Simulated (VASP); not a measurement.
# C (Fd-3m) in VASP: a series of runs

C is run at these levels: LDA; tasks: single point, relaxation of cell and atoms.

All numbers are computed with VASP 6.6.1; they aren't measurements. Logs are shortened: lines on timing, memory, paths and dates and some standing lists are left out, and cuts for length are marked.

**1. The cell of the first run**

It takes space group Fd-3m (No. 227, cubic). Conventional cell: a = 3.532 Å, b = 3.532 Å, c = 3.532 Å, α = 90.00°, β = 90.00°, γ = 90.00°. C (site symmetry -43m) has 4 C at 1.53 Å within 2.0 Å.

**2. Single point, LDA**

INCAR reads:

```
SYSTEM = C
  ALGO = Normal
  EDIFF = 1E-6
  ENCUT = 600
  GGA_COMPAT = .False.
  ISIF = 2
  ISMEAR = 0
  LASPH = .True.
  LCHARG = .False.
  LREAL = .False.
  LWAVE = .False.
  NBANDS = 11
  NELM = 120
  PREC = Accurate
  SIGMA = 0.01
```

KPOINTS reads:

```
k-points
0
Gamma
  10 10 10
  0 0 0
```

POSCAR reads:

```
C
1.0
    0.0000000000      1.7658905101      1.7658905101
    1.7658905101      0.0000000000      1.7658905101
    1.7658905101      1.7658905101      0.0000000000
C
2
Direct
    0.0000000000      0.0000000000      0.0000000000
    0.2500000000      0.2500000000      0.2500000000
```

Potentials or basis: VASP PAW LDA potentials, release 64 (C).

On the command line:

```
$ cat potpaw_LDA.64/C/POTCAR > POTCAR
$ mpirun -np 1 vasp_std > vasp.out
```

OUTCAR:

```text
SYSTEM = C
   EDIFF = 1E-6
   ENCUT = 600
   ISIF = 2
   ISMEAR = 0
   LASPH = .True.
   LREAL = .False.
   NELM = 120
   PREC = Accurate

 ion  position               nearest neighbor table
   1  0.000  0.000  0.000-   2 1.53   2 1.53   2 1.53   2 1.53
   2  0.250  0.250  0.250-   1 1.53   1 1.53   1 1.53   1 1.53

  LATTYP: Found a face centered cubic cell.
 ALAT       =     3.5317810202

  Lattice vectors:

 A1 = (   0.0000000000,   1.7658905101,   1.7658905101)
 A2 = (   1.7658905101,   0.0000000000,   1.7658905101)
 A3 = (   1.7658905101,   1.7658905101,   0.0000000000)

Analysis of symmetry for initial positions (statically):
=====================================================================
 Subroutine PRICEL returns:
 Original cell was already a primitive cell.

 Routine SETGRP: Setting up the symmetry group for a
 face centered cubic supercell.

 Subroutine GETGRP returns: Found 48 space group operations
 (whereof 24 operations were pure point group operations)
 out of a pool of 48 trial point group operations.

The static configuration has the point symmetry T_d .
 The point group associated with its full space group is O_h .

Analysis of symmetry for dynamics (positions and initial velocities):
=====================================================================
 Subroutine PRICEL returns:
 Original cell was already a primitive cell.

 Routine SETGRP: Setting up the symmetry group for a
 face centered cubic supercell.

 Subroutine GETGRP returns: Found 48 space group operations
 (whereof 24 operations were pure point group operations)
 out of a pool of 48 trial point group operations.

The dynamic configuration has the point symmetry T_d .
 The point group associated with its full space group is O_h .

 Subroutine INISYM returns: Found 48 space group operations
 (whereof 24 operations are pure point group operations),
 and found     1 'primitive' translations

----------------------------------------------------------------------------------------

                                     Primitive cell

  volume of cell :      11.0134

  direct lattice vectors                    reciprocal lattice vectors
     0.000000000  1.765890510  1.765890510    -0.283143262  0.283143262  0.283143262
     1.765890510  0.000000000  1.765890510     0.283143262 -0.283143262  0.283143262
     1.765890510  1.765890510  0.000000000     0.283143262  0.283143262 -0.283143262

  length of vectors
     2.497346309  2.497346309  2.497346309     0.490418516  0.490418516  0.490418516

  position of ions in fractional coordinates (direct lattice)
     0.000000000  0.000000000  0.000000000
     0.250000000  0.250000000  0.250000000

  ion indices of the primitive-cell ions
   primitive index   ion index
                 1           1
                 2           2

----------------------------------------------------------------------------------------

 KPOINTS: k-points

Automatic generation of k-mesh.
 Grid dimensions read from file:
 generate k-points for:   10   10   10

 Generating k-lattice:

  Cartesian coordinates                     Fractional coordinates (reciprocal lattice)
    -0.028314326  0.028314326  0.028314326     0.100000000  0.000000000  0.000000000
     0.028314326 -0.028314326  0.028314326     0.000000000  0.100000000  0.000000000
     0.028314326  0.028314326 -0.028314326     0.000000000  0.000000000  0.100000000

  Length of vectors
     0.049041852  0.049041852  0.049041852

  Shift w.r.t. Gamma in fractional coordinates (k-lattice)
     0.000000000  0.000000000  0.000000000

 Subroutine IBZKPT returns following result:
 ===========================================

 Found     47 irreducible k-points:

 Following reciprocal coordinates:
            Coordinates               Weight
  0.000000  0.000000  0.000000      1.000000
  0.100000  0.000000  0.000000      8.000000
  0.200000  0.000000  0.000000      8.000000
  0.300000  0.000000  0.000000      8.000000
  0.400000  0.000000  0.000000      8.000000
  0.500000  0.000000  0.000000      4.000000
[... 16 lines left out ...]
  0.300000  0.300000  0.000000      6.000000
  0.400000  0.300000  0.000000     24.000000
 [... further k-points ...]
   k-points           NKPTS =     47   k-points in BZ     NKDIM =     47   number of bands    NBANDS=     11
   number of dos      NEDOS =    301   number of ions     NIONS =      2
   total plane-waves  NPLWV =   8000
   dimension x,y,z NGX =    20 NGY =   20 NGZ =   20
   dimension x,y,z NGXF=    40 NGYF=   40 NGZF=   40
   ions per type =               2
   NGX,Y,Z   is equivalent  to a cutoff of  13.31, 13.31, 13.31 a.u.
   NGXF,Y,Z  is equivalent  to a cutoff of  26.63, 26.63, 26.63 a.u.
 SYSTEM =  C
   PREC   = accura    normal or accurate (medium, high low for compatibility)
   ISTART =      0    job   : 0-new  1-cont  2-samecut
   ICHARG =      2    charge: 1-file 2-atom 10-const
   ISPIN  =      1    spin polarized calculation?
   LNONCOLLINEAR =      F non collinear calculations
   LSORBIT =      F    spin-orbit coupling
   LASPH  =      T    aspherical Exc in radial PAW
   ENCUT  =  600.0 eV  44.10 Ry    6.64 a.u.   4.99  4.99  4.99*2*pi/ulx,y,z
   NELM   =    120;   NELMIN=  2; NELMDL= -5     # of ELM steps
   EDIFF  = 0.1E-05   stopping-criterion for ELM
   LREAL  =      F    real-space projection
   EDIFFG = 0.1E-04   stopping-criterion for IOM
   NSW    =      0    number of steps for IOM
   IBRION =     -1    ionic relax: 0-MD 1-quasi-New 2-CG
   NFREE  =      0    steps in history (QN), initial steepest desc. (CG)
   ISIF   =      2    stress and relaxation
   ISYM   =      2    0-nonsym 1-usesym 2-fastsym
   POTIM  = 0.5000    time-step for ionic-motion
   TEBEG  =    0.0;   TEEND  =   0.0 temperature during run
   PSTRESS=    0.0 pullay stress
   NELECT =       8.0000    total number of electrons
   NUPDOWN=      -1.0000    fix difference up-down
   EMIN   =  10.00;   EMAX   =-10.00  energy-range for DOS
   EFERMI =   0.00;   METHOD = LEGACY
   ISMEAR =     0;   SIGMA  =   0.01  broadening in eV -4-tet -1-fermi 0-gaus
   EFERMI_NEDOS =   21; number of points for ismear=-14 and -15
   IALGO  =     38    algorithm
   IMIX   =      4    mixing-type and parameters
     AMIX     =   0.40;   BMIX     =  1.00
     AMIX_MAG =   1.60;   BMIX_MAG =  1.00
  volume/ion in A,a.u.               =       5.51        37.16
  Fermi-wavevector in a.u.,A,eV,Ry     =   1.471627  2.780972 29.465944  2.165686
  Thomas-Fermi vector in A             =   2.586740
   LORBIT       =      0    0 simple, 1 ext, 2 COOP (PROOUT), +10 PAW based schemes
   GGA     = CA    functional components
   LHFCALC =     F    Hartree Fock is set to
   AEXX    =    0.0000 exact exchange contribution
   IVDW    =     0    specifies the selected vdW correction
   LEPSILON=     F    determine dielectric tensor
   LRPA    =     F    only Hartree local field effects (RPA)
 non-spin polarized calculation
 Gauss-broadening in eV      SIGMA  =   0.01
  energy-cutoff  :      600.00
  volume of cell :       11.01
 maximum number of plane-waves:       377
   NGX =  9   NGY =  9   NGZ =  9

 number of electron       7.9999998 magnetization

 Free energy of the ion-electron system (eV)
  ---------------------------------------------------
  ext. energy  EPLUGINS =         0.00000000
  ---------------------------------------------------
  free energy    TOTEN  =       -20.25195141 eV

  energy without entropy =      -20.25195141  energy(sigma->0) =      -20.25195141

 E-fermi :  10.3401     XC(G=0): -13.6431

 val. band max:       10.1591115802   @ k =   0.0000   0.0000   0.0000
 cond. band min:      14.3629548538   @ k =   0.4000   0.4000   0.0000
 fundamental gap:      4.2038432736
 Fermi energy:        10.3400821811

 k-point     1 :       0.0000    0.0000    0.0000
  band No.  band energies     occupation
      1     -11.5565      2.00000
      2      10.1591      2.00000
      3      10.1591      2.00000
      4      10.1591      2.00000
      5      15.7852      0.00000
      6      15.7852      0.00000
      7      15.7852      0.00000
      8      24.3959      0.00000
      9      29.5556      0.00000
     10      37.1236      0.00000
     11      37.1236      0.00000

 k-point     2 :       0.1000    0.0000    0.0000
  band No.  band energies     occupation
      1     -11.2746      2.00000
      2       8.4628      2.00000
      3       9.6991      2.00000
      4       9.6991      2.00000
      5      16.3873      0.00000
      6      16.3873      0.00000
      7      16.7834      0.00000
      8      24.5506      0.00000
      9      29.9886      0.00000
     10      34.3810      0.00000
     11      34.3810      0.00000

 k-point     3 :       0.2000    0.0000    0.0000
  band No.  band energies     occupation
      1     -10.4329      2.00000
      2       5.2184      2.00000
      3       8.8008      2.00000
      4       8.8008      2.00000
      5      17.5396      0.00000
      6      17.5396      0.00000
      7      18.1341      0.00000
      8      24.9705      0.00000
      9      30.7385      0.00000
     10      32.8226      0.00000
     11      32.8226      0.00000
[... 267 lines left out ...]
 k-point    23 :       0.3000    0.3000    0.0000
  band No.  band energies     occupation
      1      -8.2203      2.00000
      2       4.1481      2.00000
      3       5.1357      2.00000
      4       5.1357      2.00000
      5      14.4407      0.00000
      6      18.8883      0.00000
      7      23.4484      0.00000
      8      23.4484      0.00000
      9      31.5046      0.00000
     10      33.0683      0.00000
     11      41.4201      0.00000

 k-point    24 :       0.4000    0.3000    0.0000
  band No.  band energies     occupation
      1      -6.8727      2.00000
      2       2.1324      2.00000
      3       4.0209      2.00000
      4       4.6538      2.00000
      5      14.9989      0.00000
      6      18.2073      0.00000
      7      24.4494      0.00000
      8      24.5567      0.00000
      9      32.3106      0.00000
     10      33.1461      0.00000
     11      41.3005      0.00000

 [... further k-points ...]

------------------------ aborting loop because EDIFF is reached ----------------------------------------

  FORCE on cell =-STRESS in cart. coord.  units (eV):
  Direction    XX          YY          ZZ          XY          YZ          ZX
  --------------------------------------------------------------------------------------
  -------------------------------------------------------------------------------------
  Total        0.0563023      0.0563023      0.0563023      0.0000000     -0.0000000      0.0000000
  in kB        8.1905974      8.1905974      8.1905974      0.0000000     -0.0000000      0.0000000
  external PRESSURE =       8.1905974 kB  Pullay stress =       0.0000000 kB

 VOLUME and BASIS-vectors are now :
 -----------------------------------------------------------------------------
  energy-cutoff  :      600.00
  volume of cell :       11.01
      direct lattice vectors                 reciprocal lattice vectors
     0.000000000  1.765890510  1.765890510    -0.283143262  0.283143262  0.283143262
     1.765890510  0.000000000  1.765890510     0.283143262 -0.283143262  0.283143262
     1.765890510  1.765890510  0.000000000     0.283143262  0.283143262 -0.283143262

 POSITION                                       TOTAL-FORCE (eV/Angst)
 -----------------------------------------------------------------------------------
      0.00000      0.00000      0.00000         0.000000      0.000000      0.000000
      0.88295      0.88295      0.88295        -0.000000     -0.000000     -0.000000
 -----------------------------------------------------------------------------------
    total drift:                                0.000000      0.000000      0.000000

  FREE ENERGIE OF THE ION-ELECTRON SYSTEM (eV)
  ---------------------------------------------------
  free  energy   TOTEN  =       -20.2519514128 eV

  energy  without entropy=      -20.2519514128  energy(sigma->0) =      -20.25195141
```

Wall time 4.8 s (1 thread of Intel Xeon 6975P-C, shared host); peak memory 0.11 GiB.

What came out:

```
Free energy            : -20.2520 eV
Pressure               : 0.8 GPa
Band gap on the k mesh : 4.20 eV, indirect (least direct gap 5.63 eV)
```

**3. Relaxation of cell and atoms, LDA**

This run uses another cell than the first one, of 5.67 Å³/atom, 1.030 times its volume.

INCAR reads:

```
PREC = Accurate
ENCUT = 600
EDIFF = 1E-7
ISMEAR = 0
SIGMA = 0.01
LREAL = False
LASPH = True
NELM = 120
ALGO = Normal
ISIF = 3
LWAVE = False
LCHARG = False
IBRION = 2
NSW = 80
EDIFFG = -5E-4
GGA_COMPAT = False
NELMIN = 4
```

KPOINTS reads:

```
Automatic mesh
0
Gamma
  10 10 10
```

POSCAR reads:

```
C
1.0
    0.0000000000      1.7833700000      1.7833700000
    1.7833700000      0.0000000000      1.7833700000
    1.7833700000      1.7833700000      0.0000000000
C
2
Direct
    0.0000000000      0.0000000000      0.0000000000
    0.2500000000      0.2500000000      0.2500000000
```

Potentials or basis: VASP PAW LDA potentials, release 64 (C).

On the command line:

```
$ cat potpaw_LDA.64/C/POTCAR > POTCAR
$ mpirun -np 1 vasp_std > vasp.out
```

OUTCAR:

```text
PREC = Accurate
   ENCUT = 600
   EDIFF = 1E-7
   ISMEAR = 0
   LREAL = False
   LASPH = True
   NELM = 120
   ISIF = 3
   IBRION = 2
   NSW = 80
   EDIFFG = -5E-4
   NELMIN = 4

 ion  position               nearest neighbor table
   1  0.000  0.000  0.000-   2 1.54   2 1.54   2 1.54   2 1.54
   2  0.250  0.250  0.250-   1 1.54   1 1.54   1 1.54   1 1.54

  LATTYP: Found a face centered cubic cell.
 ALAT       =     3.5667400000

  Lattice vectors:

 A1 = (   0.0000000000,   1.7833700000,   1.7833700000)
 A2 = (   1.7833700000,   0.0000000000,   1.7833700000)
 A3 = (   1.7833700000,   1.7833700000,   0.0000000000)

Analysis of symmetry for initial positions (statically):
=====================================================================
 Subroutine PRICEL returns:
 Original cell was already a primitive cell.

 Routine SETGRP: Setting up the symmetry group for a
 face centered cubic supercell.

 Subroutine GETGRP returns: Found 48 space group operations
 (whereof 24 operations were pure point group operations)
 out of a pool of 48 trial point group operations.

The static configuration has the point symmetry T_d .
 The point group associated with its full space group is O_h .

Analysis of symmetry for dynamics (positions and initial velocities):
=====================================================================
 Subroutine PRICEL returns:
 Original cell was already a primitive cell.
[... 146 lines left out ...]
   NGX =  9   NGY =  9   NGZ =  9

--------------------------------------- Ionic step        1  -------------------------------------------

 number of electron       7.9999999 magnetization

 Free energy of the ion-electron system (eV)
  ---------------------------------------------------
  ext. energy  EPLUGINS =         0.00000000
  ---------------------------------------------------
  free energy    TOTEN  =       -20.24143960 eV

  energy without entropy =      -20.24143960  energy(sigma->0) =      -20.24143960

 E-fermi :   9.8802     XC(G=0): -13.4996

 val. band max:        9.7219970977   @ k =   0.0000   0.0000   0.0000
 cond. band min:      13.8560090015   @ k =   0.4000   0.4000   0.0000
 fundamental gap:      4.1340119038
 Fermi energy:         9.8802422723

 k-point     1 :       0.0000    0.0000    0.0000
  band No.  band energies     occupation
      1     -11.5958      2.00000
      2       9.7220      2.00000
      3       9.7220      2.00000
      4       9.7220      2.00000
      5      15.2648      0.00000
      6      15.2648      0.00000
      7      15.2648      0.00000
      8      23.2779      0.00000
[... 432 lines left out ...]
--------------------------------------- Ionic step        6  -------------------------------------------

 number of electron       7.9999998 magnetization

 Free energy of the ion-electron system (eV)
  ---------------------------------------------------
  ext. energy  EPLUGINS =         0.00000000
  ---------------------------------------------------
  free energy    TOTEN  =       -20.25377851 eV

  energy without entropy =      -20.25377851  energy(sigma->0) =      -20.25377851

 E-fermi :  10.2322     XC(G=0): -13.6353

 val. band max:       10.1351866679   @ k =   0.0000   0.0000   0.0000
 cond. band min:      14.3351566877   @ k =   0.4000   0.4000   0.0000
 fundamental gap:      4.1999700198
 Fermi energy:        10.2322366427

 k-point     1 :       0.0000    0.0000    0.0000
  band No.  band energies     occupation
      1     -11.5587      2.00000
      2      10.1352      2.00000
      3      10.1352      2.00000
      4      10.1352      2.00000
      5      15.7568      0.00000
      6      15.7568      0.00000
      7      15.7568      0.00000
      8      24.3351      0.00000
[... 282 lines left out ...]
  FREE ENERGIE OF THE ION-ELECTRON SYSTEM (eV)
  ---------------------------------------------------
  free  energy   TOTEN  =       -20.2537785058 eV

  energy  without entropy=      -20.2537785058  energy(sigma->0) =      -20.25377851

 reached required accuracy - stopping structural energy minimisation
```

OSZICAR:

```text
N       E                     dE             d eps       ncg     rms          rms(c)
DAV:   1    -0.146220402229E+01   -0.14622E+01   -0.54822E+03   768   0.111E+03
DAV:   2    -0.208956634628E+02   -0.19433E+02   -0.18817E+02  1176   0.119E+02
DAV:   3    -0.210416647363E+02   -0.14600E+00   -0.14600E+00   824   0.129E+01
[... 37 lines left out ...]
       N       E                     dE             d eps       ncg     rms          rms(c)
DAV:   1    -0.202537790952E+02   -0.24155E-05   -0.35717E-05   880   0.615E-02    0.543E-03
DAV:   2    -0.202537786303E+02    0.46494E-06   -0.38335E-07   832   0.593E-03    0.279E-03
DAV:   3    -0.202537785029E+02    0.12735E-06   -0.35908E-07   808   0.468E-03    0.384E-04
DAV:   4    -0.202537785058E+02   -0.28629E-08   -0.86348E-10   376   0.410E-04
   6 F= -.20253779E+02 E0= -.20253779E+02  d E =-.164158E-05
```

CONTCAR:

```text
C
   1.00000000000000
    -0.0000000000000000    1.7668240339197201    1.7668240339197201
     1.7668240339197201   -0.0000000000000000    1.7668240339197201
     1.7668240339197201    1.7668240339197201   -0.0000000000000000
  C
     2
Direct
     0.0000000000000000    0.0000000000000000    0.0000000000000000
     0.2500000000000000    0.2500000000000000    0.2500000000000000

  0.00000000E+00  0.00000000E+00  0.00000000E+00
  0.00000000E+00  0.00000000E+00  0.00000000E+00
```

It took 8.6 s on 1 thread of Intel Xeon 6975P-C, shared host; peak memory 0.11 GiB.

Results:

* Free energy: -20.2538 eV
* Relaxed volume: 5.52 Å³/atom
* Relaxed cell: a = 2.499 Å, b = 2.499 Å, c = 2.499 Å, α = 60.00°, β = 60.00°, γ = 60.00°
* Space group after relaxing (to 0.05 Å): Fd-3m (No. 227)
* Energy gained by relaxing: 6.2 meV/atom
* Ionic steps: 6
* Pressure after relaxing: 0.0 GPa
* Band gap on the k mesh: 4.20 eV, indirect (least direct gap 5.62 eV)

The path:
```tsv
step	energy change (eV)	largest force (eV/Å)	pressure (GPa)	volume (Å³)
1	0.0000	0.0000	-12.37	11.34
2	0.0089	0.0000	17.94	10.64
3	-0.0123	0.0000	-0.11	11.03
4	-0.0123	0.0000	0.15	11.03
5	-0.0123	0.0000	-0.16	11.03
6	-0.0123	0.0000	0.00	11.03
```

Final structure:
```xyz
2
Lattice="0.0000 1.7668 1.7668 1.7668 0.0000 1.7668 1.7668 1.7668 0.0000" Properties=species:S:1:pos:R:3 pbc="T T T"
C     0.0000    0.0000    0.0000
C     0.8834    0.8834    0.8834
```

Levels at points of the mesh, in eV from the valence-band top:
```tsv
k point	band 1	band 2	band 3	band 4	band 5	band 6	band 7	band 8
(0.00, 0.00, 0.00)	-21.69	0.00	0.00	0.00	5.62	5.62	5.62	14.20
(0.50, 0.00, 0.00)	-15.69	-13.67	-2.86	-2.86	8.50	8.50	9.40	15.66
(0.50, 0.50, 0.00)	-12.81	-12.81	-6.46	-6.46	4.77	4.77	17.05	17.05
```
